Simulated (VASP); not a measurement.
Input of a VASP 6.6.1 run:

The input POSCAR:

```
LiCeBr2Cl6
1.0
    0.0000000000      5.1292900000      5.1292900000
    5.1292900000      0.0000000000      5.1292900000
    5.1292900000      5.1292900000      0.0000000000
Ce Cl Li Br
1 6 1 2
Direct
    0.0000000000      0.0000000000      0.0000000000
    0.7495400000      0.2504600000      0.2504600000
    0.2504600000      0.7495400000      0.2504600000
    0.2504600000      0.7495400000      0.7495400000
    0.7495400000      0.2504600000      0.7495400000
    0.2504600000      0.2504600000      0.7495400000
    0.7495400000      0.7495400000      0.2504600000
    0.5000000000      0.5000000000      0.5000000000
    0.2500000000      0.2500000000      0.2500000000
    0.7500000000      0.7500000000      0.7500000000
```

Contents of INCAR.step1:

```
SYSTEM = LiCeBr2Cl6
PREC = Accurate
ENCUT = 520
ISMEAR = -1
SIGMA = 0.0128
LREAL = .FALSE.
LASPH = .TRUE.
NELM = 80
NBANDS = 46
GGA = PE
ALGO = Normal
EDIFF = 1E-4
LWAVE = .TRUE.
LCHARG = .FALSE.
```

File INCAR.step2:

```
SYSTEM = LiCeBr2Cl6
PREC = Accurate
ENCUT = 520
EDIFF = 1E-7
ISMEAR = -1
SIGMA = 0.0128
LREAL = .FALSE.
LASPH = .TRUE.
NELM = 80
ALGO = Normal
ISIF = 2
LWAVE = .FALSE.
LCHARG = .FALSE.
METAGGA = R2SCAN
LMIXTAU = .TRUE.
NBANDS = 46
ISTART = 1
```

The input KPOINTS:

```
regular mesh
0
G
  3 3 3
  0 0 0
```

Potentials or basis: VASP PAW PBE potentials, release 64 (Ce, Cl, Li_sv, Br).

Launch:

```sh
$ cat potpaw_PBE.64/Ce/POTCAR potpaw_PBE.64/Cl/POTCAR potpaw_PBE.64/Li_sv/POTCAR potpaw_PBE.64/Br/POTCAR > POTCAR
$ cp INCAR.step1 INCAR
$ mpirun -np 1 vasp_std > vasp.out
$ cp INCAR.step2 INCAR
$ mpirun -np 1 vasp_std > vasp.out
```

(1) What does it give for the largest force?

(2) What does it give for the band gap on the k mesh?

## Answers

(1) 0.619 eV/Å.

(2) zero (an odd number of electrons rules out a gap without spin polarisation).

Caveat: the PAW data sets were made with another functional, which shifts forces and pressure a little; spin-orbit coupling is left out, which moves the levels of the heavy elements; an odd number of electrons without spin polarisation forces a metal; a magnetic or distorted state may lie lower; the run has no spin polarisation, though such a crystal can be magnetic; semilocal functionals describe open f shells poorly, which spoils levels, moments and volumes.
